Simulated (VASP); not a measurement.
The system is GaIr4Ru.

```
Ga Ru Ir
1.0
     0.00000    3.47704    3.47704
     3.47704    0.00000    3.47704
     3.47704    3.47704    0.00000
Ga Ru Ir
1 1 4
Direct
  0.75000 0.75000 0.75000
  0.00000 0.00000 0.00000
  0.87731 0.37423 0.37423
  0.37423 0.37423 0.37423
  0.37423 0.87731 0.37423
  0.37423 0.37423 0.87731
```

* Program: VASP 6.6.1
* Task: relaxation of cell and atoms
* Functional: PBE
* Potentials or basis: VASP PAW PBE potentials, release 64 (Ga_d, Ru_pv, Ir)
* Cutoff: 600 eV
* k mesh: 4 × 4 × 4
* Occupations: gaussian, width 0.1 eV
* Spin: no spin polarisation

At the start: pressure 44.0 GPa; volume 14.01 Å³/atom.

Q: How do energy, volume and symmetry change on relaxing?

A: Over 7 steps the energy falls by 239.7 meV/atom and the volume is 16.00 Å³/atom (+14.2 %); space group F-43m (No. 216, to 0.05 Å).

The path:
| step | energy change (eV) | largest force (eV/Å) | pressure (GPa) | volume (Å³) |
| --- | --- | --- | --- | --- |
| 1 | 0.0000 | 0.7733 | 43.96 | 84.07 |
| 2 | 5.3783 | 0.0566 | -32.28 | 140.06 |
| 3 | -1.4001 | 0.4525 | -4.69 | 97.98 |
| 4 | -1.4314 | 0.4120 | -0.89 | 96.33 |
| 5 | -1.4329 | 0.3995 | 0.20 | 95.89 |
| 6 | -1.4265 | 0.5771 | -0.52 | 96.21 |
| 7 | -1.4382 | 0.0042 | -0.15 | 96.01 |

Final structure:
```
Ga Ru Ir
1.0
     0.00000    3.63442    3.63442
     3.63442    0.00000    3.63442
     3.63442    3.63442    0.00000
Ga Ru Ir
1 1 4
Cartesian
  5.4516 5.4516 5.4516
  0.0000 0.0000 0.0000
  2.7245 4.5444 4.5444
  2.7245 2.7245 2.7245
  4.5444 2.7245 4.5444
  4.5444 4.5444 2.7245
```

Caveat: the k points lie up to 0.37 Å⁻¹ apart in the final cell.
